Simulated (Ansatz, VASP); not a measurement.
Mn in VASP and in Ansatz

```xyz
2
Lattice="0.0000 2.4147 2.4147 2.4147 0.0000 2.4147 2.4147 2.4147 0.0000" Properties=species:S:1:pos:R:3 pbc="T T T"
Mn    0.6037    0.6037    0.6037
Mn    4.2258    4.2258    4.2258
```

Alike in both runs: task single point; functional LDA; k mesh 11 × 11 × 11; occupations fermi-dirac, width 0.05 eV; non-collinear spin, spin-orbit coupling.

|  | VASP | Ansatz |
| --- | --- | --- |
| version | VASP 6.6.1 | Ansatz 0.2.0 |
| potentials or method | VASP PAW LDA potentials, release 64 (Mn_pv), cutoff 520 eV | plane waves (420 eV) with PAW, fully relativistic with spin-orbit coupling |
| valence electrons in the cell | 26 | 30 |

```csv
,VASP,Ansatz,Ansatz less VASP
net moment per atom (μB),0.00,0.00,0.000
```

Ansatz warns that its potentials were made for another functional, while VASP's fit it. LDA's correlation is that of Perdew and Zunger in VASP and of Perdew and Wang (1992) in Ansatz. VASP's potentials hold 26 valence electrons a cell and Ansatz's 30, so a difference there can come from the potentials and not from the codes.
